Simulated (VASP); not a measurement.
Sb2Se3: single point with PBE

The system is Sb2Se3.

```
CELL_PARAMETERS angstrom
2.05322 1.18543 9.79941
-2.05322 1.18543 9.79941
0.00000 -2.37086 9.79941
ATOMIC_POSITIONS crystal
Sb 0.39644 0.39644 0.39644
Sb 0.60356 0.60356 0.60356
Se 0.78162 0.78162 0.78162
Se 0.21838 0.21838 0.21838
Se 0.00000 0.00000 0.00000
```

- Program: VASP 6.6.1
- Task: single point
- Functional: PBE
- Potentials or basis: VASP PAW PBE potentials, release 64 (Sb, Se)
- Cutoff: 500 eV
- k mesh: 6 × 6 × 6
- Occupations: gaussian, width 0.1 eV
- Spin: no spin polarisation
- Dipole correction: no
- Further INCAR settings: ALGO = Normal; EDIFF = 1e-06; NBANDS = 22

* Pressure: 0.1 GPa
* Largest force: 0.120 eV/Å
* Band gap on the k mesh: 0.12 eV

Forces on the atoms (eV/Å):
```
Sb   0.000  0.000 -0.061
Sb   0.000  0.000  0.061
Se   0.000  0.000  0.120
Se   0.000  0.000 -0.120
Se   0.000  0.000  0.000
```

Stress tensor (GPa, compression positive):
```
-0.29  0.00  0.00
 0.00 -0.29  0.00
 0.00  0.00  0.91
```

Levels at points of the mesh, in eV from the valence-band top:
| k point | band 12 | band 13 | band 14 | band 15 | band 16 | band 17 |
| --- | --- | --- | --- | --- | --- | --- |
| (0.00, 0.00, 0.00) | -1.39 | -1.39 | 0.00 | 0.12 | 1.19 | 1.19 |
| (0.50, 0.00, 0.00) | -1.83 | -1.42 | -0.47 | 0.85 | 1.90 | 2.89 |
| (0.50, 0.50, 0.00) | -1.71 | -1.62 | -0.77 | 1.29 | 1.93 | 2.27 |
| (0.50, 0.50, 0.50) | -1.47 | -1.05 | -0.52 | 0.43 | 1.34 | 1.34 |

It took 6.2 min on 1 thread of Intel(R) Xeon(R) 6975P-C (Granite Rapids), on a shared host, peak memory 0.92 GiB.

Caveat: spin-orbit coupling is left out, which moves the levels of the heavy elements. A k mesh can miss the band edges.
